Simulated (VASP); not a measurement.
Crystal: Ag.

```xyz
4
Lattice="2.8862 0.0000 0.0000 -1.4431 2.4995 0.0000 0.0000 0.0000 10.0000" Properties=species:S:1:pos:R:3 pbc="T T T"
Ag    0.0000    1.6663    2.5000
Ag    1.4431    0.8332    7.5000
Ag    0.0000    0.0000    0.0000
Ag    0.0000    0.0000    5.0000
```

* Program: VASP 6.6.1
* Task: relaxation of cell and atoms
* Functional: PBE
* Potentials or basis: VASP PAW PBE potentials, release 64 (Ag)
* Cutoff: 600 eV
* k mesh: 18 × 18 × 4
* Occupations: gaussian, width 0.1 eV
* Spin: no spin polarisation

At the start: pressure -0.5 GPa; volume 18.04 Å³/atom.

Where does the relaxation end?

Over 6 steps the energy falls by 12.9 meV/atom and the volume is 17.83 Å³/atom (-1.1 %); space group P6_3/mmc (No. 194, to 0.05 Å).

Step by step:
| step | energy change (eV) | largest force (eV/Å) | pressure (GPa) | volume (Å³) |
| --- | --- | --- | --- | --- |
| 1 | 0.0000 | 0.0000 | -0.46 | 72.14 |
| 2 | -0.0355 | 0.0000 | -0.19 | 71.58 |
| 3 | -0.0498 | 0.0000 | 0.67 | 70.76 |
| 4 | -0.0508 | 0.0000 | 0.48 | 70.93 |
| 5 | -0.0512 | 0.0000 | -0.38 | 71.58 |
| 6 | -0.0515 | 0.0000 | 0.00 | 71.33 |

Final structure:
```
Ag
1.0
     2.93402    0.00000    0.00000
    -1.46701    2.54093    0.00000
     0.00000    0.00000    9.56751
Ag
4
Direct
  0.33333 0.66667 0.25000
  0.66667 0.33333 0.75000
  0.00000 0.00000 0.00000
  0.00000 0.00000 0.50000
```
